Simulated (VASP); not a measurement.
# AlN (P6_3mc) in VASP: settings compared, part 2 of 2

VASP 6.6.1. Earlier steps stand in the parts before.

### Step 5. Single point, r2SCAN

This run uses another cell than the first one, of 10.42 Å³/atom.

Input file POSCAR:

```
AlN
1.0
    3.0971629948      0.0000000000      0.0000000000
   -1.5485814974      2.6822218332      0.0000000000
    0.0000000000      0.0000000000     10.0339431351
Al N
4 4
Direct
    0.0000000000      0.0000000000     -0.0012654044
    0.3333333333      0.6666666667      0.2498392886
    0.0000000000      0.0000000000      0.4987345956
    0.6666666667      0.3333333333      0.7498392886
    0.0000000000      0.0000000000      0.1882105911
    0.3333333333      0.6666666667      0.4382155246
    0.0000000000      0.0000000000      0.6882105911
    0.6666666667      0.3333333333      0.9382155246
```

Input file INCAR.step1:

```
ALGO     = Normal         # electronic algorithm
EDIFF    = 1E-4           # SCF threshold, eV
ENCUT    = 520            # plane-wave cutoff, eV
GGA      = PE             # functional
ISMEAR   = 0              # smearing method
LASPH    = True           # aspherical terms in the spheres
LCHARG   = False          # write CHGCAR
LREAL    = False          # projectors in reciprocal space
LWAVE    = True           # write WAVECAR
NBANDS   = 26             # bands
NELM     = 60             # most SCF steps
PREC     = Accurate       # precision mode
SIGMA    = 0.01           # smearing width, eV
```

Input file INCAR.step2:

```
ALGO     = Normal         # electronic algorithm
EDIFF    = 1E-6           # SCF threshold, eV
ENCUT    = 520            # plane-wave cutoff, eV
ISIF     = 2              # what is computed and relaxed
ISMEAR   = 0              # smearing method
ISTART   = 1            
LASPH    = True           # aspherical terms in the spheres
LCHARG   = False          # write CHGCAR
LMIXTAU  = True         
LREAL    = False          # projectors in reciprocal space
LWAVE    = False          # write WAVECAR
METAGGA  = R2SCAN         # meta-GGA
NBANDS   = 26             # bands
NELM     = 60             # most SCF steps
PREC     = Accurate       # precision mode
SIGMA    = 0.01           # smearing width, eV
```

Input file KPOINTS:

```
k-points
0
Gamma
  12 12 4
```

Potentials or basis: VASP PAW PBE potentials, release 64 (Al, N).

The run is started by

```console
> cat potpaw_PBE.64/Al/POTCAR potpaw_PBE.64/N/POTCAR > POTCAR
> cp INCAR.step1 INCAR
> mpirun -np 1 vasp_std > vasp.out
> cp INCAR.step2 INCAR
> mpirun -np 1 vasp_std > vasp.out
```

OUTCAR:

```text
EDIFF = 1E-6
   ENCUT = 520
   ISIF = 2
   ISMEAR = 0
   ISTART = 1
   LASPH = True
   LREAL = False
   METAGGA = R2SCAN
   NELM = 60
   PREC = Accurate

 ion  position               nearest neighbor table
   1  0.000  0.000  0.999-   8 1.89   8 1.89   8 1.89   5 1.90   4 3.07   4 3.07   4 3.07   2 3.09
                             2 3.09   2 3.09
   2  0.333  0.667  0.250-   6 1.89   5 1.89   5 1.89   5 1.89   3 3.07   3 3.07   3 3.07   1 3.09
                             1 3.09   1 3.09
   3  0.000  0.000  0.499-   6 1.89   6 1.89   6 1.89   7 1.90   2 3.07   2 3.07   2 3.07   4 3.09
                             4 3.09   4 3.09
   4  0.667  0.333  0.750-   8 1.89   7 1.89   7 1.89   7 1.89   1 3.07   1 3.07   1 3.07   3 3.09
                             3 3.09   3 3.09
   5  0.000  0.000  0.188-   2 1.89   2 1.89   2 1.89   1 1.90
   6  0.333  0.667  0.438-   3 1.89   3 1.89   3 1.89   2 1.89
   7  0.000  0.000  0.688-   4 1.89   4 1.89   4 1.89   3 1.90
   8  0.667  0.333  0.938-   1 1.89   1 1.89   1 1.89   4 1.89

  LATTYP: Found a hexagonal cell.
[... 202 lines left out ...]
 fundamental gap:      4.6647125061
 Fermi energy:         5.8813042395

 k-point     1 :       0.0000    0.0000    0.0000
  band No.  band energies     occupation
      1     -10.0586      2.00000
      2      -9.2127      2.00000
      3      -9.1741      2.00000
      4      -8.0005      2.00000
      5      -0.1854      2.00000
      6       2.4254      2.00000
[... 685 lines left out ...]
     25      17.9903      0.00000
     26      18.2768      0.00000

 [... further k-points ...]

------------------------ aborting loop because EDIFF is reached ----------------------------------------

  FORCE on cell =-STRESS in cart. coord.  units (eV):
  Direction    XX          YY          ZZ          XY          YZ          ZX
  --------------------------------------------------------------------------------------
  -------------------------------------------------------------------------------------
  Total       -0.2084222     -0.2084222     -0.2000127      0.0000000     -0.0000000      0.0000000
  in kB       -4.0061213     -4.0061213     -3.8444824      0.0000000     -0.0000000      0.0000000
  external PRESSURE =      -3.9522416 kB  Pullay stress =       0.0000000 kB

 VOLUME and BASIS-vectors are now :
 -----------------------------------------------------------------------------
  energy-cutoff  :      520.00
  volume of cell :       83.35
      direct lattice vectors                 reciprocal lattice vectors
     3.097162995  0.000000000  0.000000000     0.322876129  0.186412620  0.000000000
    -1.548581497  2.682221833  0.000000000     0.000000000  0.372825240  0.000000000
     0.000000000  0.000000000 10.033943135     0.000000000  0.000000000  0.099661717

 POSITION                                       TOTAL-FORCE (eV/Angst)
 -----------------------------------------------------------------------------------
      0.00000      0.00000     10.02125        -0.000000      0.000000     -0.000378
     -0.00000      1.78815      2.50687         0.000000     -0.000000     -0.004110
      0.00000      0.00000      5.00427         0.000000      0.000000     -0.000378
      1.54858      0.89407      7.52384        -0.000000      0.000000     -0.004110
      0.00000      0.00000      1.88849        -0.000000      0.000000      0.002404
     -0.00000      1.78815      4.39703        -0.000000      0.000000      0.002084
      0.00000      0.00000      6.90547        -0.000000      0.000000      0.002404
      1.54858      0.89407      9.41400        -0.000000      0.000000      0.002084
 -----------------------------------------------------------------------------------
    total drift:                               -0.000000     -0.000000     -0.039746

  FREE ENERGIE OF THE ION-ELECTRON SYSTEM (eV)
  ---------------------------------------------------
  free  energy   TOTEN  =       -76.8118853802 eV

  energy  without entropy=      -76.8118853802  energy(sigma->0) =      -76.81188538
```

OUTCAR.step1:

```text
EDIFF = 1E-4
   ENCUT = 520
   GGA = PE
   ISMEAR = 0
[... 948 lines left out ...]
      0.00000      0.00000      1.88849        -0.000000     -0.000000      0.001934
     -0.00000      1.78815      4.39703         0.000000     -0.000000      0.006059
      0.00000      0.00000      6.90547         0.000000      0.000000      0.001934
      1.54858      0.89407      9.41400        -0.000000      0.000000      0.006059
 -----------------------------------------------------------------------------------
    total drift:                               -0.000000     -0.000000     -0.000470

  FREE ENERGIE OF THE ION-ELECTRON SYSTEM (eV)
  ---------------------------------------------------
  free  energy   TOTEN  =       -59.4464369606 eV

  energy  without entropy=      -59.4464369606  energy(sigma->0) =      -59.44643696
```

OSZICAR.step1:

```text
N       E                     dE             d eps       ncg     rms          rms(c)
DAV:   1     0.107045916520E+03    0.10705E+03   -0.14584E+04  2988   0.109E+03
DAV:   2    -0.595637108919E+02   -0.16661E+03   -0.15631E+03  3972   0.229E+02
DAV:   3    -0.688798600417E+02   -0.93161E+01   -0.92679E+01  3974   0.550E+01
DAV:   4    -0.689639763257E+02   -0.84116E-01   -0.84069E-01  3646   0.595E+00
DAV:   5    -0.689652043171E+02   -0.12280E-02   -0.12278E-02  3986   0.720E-01    0.173E+01
DAV:   6    -0.594115905258E+02    0.95536E+01   -0.30284E+01  3656   0.292E+01    0.600E+00
DAV:   7    -0.594736861518E+02   -0.62096E-01   -0.16102E+00  3554   0.647E+00    0.421E+00
DAV:   8    -0.594548779482E+02    0.18808E-01   -0.14986E-01  3598   0.263E+00    0.669E-01
DAV:   9    -0.594453599605E+02    0.95180E-02   -0.37646E-02  4030   0.100E+00    0.313E-01
DAV:  10    -0.594466448938E+02   -0.12849E-02   -0.57884E-03  3650   0.385E-01    0.201E-01
DAV:  11    -0.594464335170E+02    0.21138E-03   -0.66962E-04  3614   0.144E-01    0.438E-02
DAV:  12    -0.594464369606E+02   -0.34436E-05   -0.18712E-05  1888   0.299E-02
   1 F= -.59446437E+02 E0= -.59446437E+02  d E =-.698004E-15
```

Wall time 8.7 min (1 thread of Intel Xeon 8259CL, shared host); peak memory 0.26 GiB.

What came out:

- Free energy: -76.8119 eV
- Pressure: -0.4 GPa
- Largest force: 0.004 eV/Å
- Band gap on the k mesh: 4.66 eV (least direct gap 4.90 eV)

Forces in eV/Å, atoms in the order of the input:
```
Al   0.000  0.000  0.000
Al   0.000  0.000 -0.004
Al   0.000  0.000  0.000
Al   0.000  0.000 -0.004
N    0.000  0.000  0.002
N    0.000  0.000  0.002
N    0.000  0.000  0.002
N    0.000  0.000  0.002
```

Levels at points of the mesh, in eV from the valence-band top:
```csv
k point,band 12,band 13,band 14,band 15,band 16,band 17,band 18,band 19,band 20,band 21
"(0.00, 0.00, 0.00)",-0.36,-0.36,-0.10,-0.10,0.00,4.90,7.11,7.38,7.89,11.16
"(0.50, 0.00, 0.00)",-1.35,-1.33,-1.29,-0.77,-0.58,4.66,5.35,7.78,8.04,8.88
"(0.00, 0.00, 0.50)",-0.59,-0.18,-0.18,-0.18,-0.18,5.85,5.85,7.85,7.85,11.14
"(0.50, 0.00, 0.50)",-1.78,-1.34,-1.34,-0.82,-0.82,5.24,5.24,7.41,7.41,9.62
```

Caveat: the PAW data sets were made with another functional, which shifts forces and pressure a little.

### Step 6. Overview

| level | cell | k mesh | gap on the mesh (eV) | pressure (GPa) | largest force (eV/Å) |
| --- | --- | --- | --- | --- | --- |
| r2SCAN | a = 3.128, b = 3.128, c = 10.133 Å, angles 90.0, 90.0, 120.0°, 8 atoms | 9 × 9 × 2 | 4.63 | -6.3 | 0.01 |
| r2SCAN | a = 3.158, b = 3.158, c = 10.231 Å, angles 90.0, 90.0, 120.0°, 8 atoms | 9 × 9 × 2 | 4.37 | -11.4 | 0.02 |
| PBE | a = 3.097, b = 3.097, c = 10.034 Å, angles 90.0, 90.0, 120.0°, 8 atoms | 12 × 12 × 4 | 4.04 | 4.4 | 0.01 |
| r2SCAN | a = 3.097, b = 3.097, c = 10.034 Å, angles 90.0, 90.0, 120.0°, 8 atoms | 12 × 12 × 4 | 4.66 | -0.4 | - |

Alike in all rows: task single point; potentials or basis VASP PAW PBE potentials, release 64 (Al, N); no spin polarisation; cutoff (eV) 520; smearing gaussian 0.01 eV.

Caveats: the PAW data sets were made with another functional, which shifts forces and pressure a little (at least some runs); the cell stands under tension (at least some runs); an odd mesh through Γ misses points on the zone boundary, where band edges can lie (at least some runs); the cell stands under pressure (at least some runs).

Absolute energies hang on the potentials; compare differences alone.
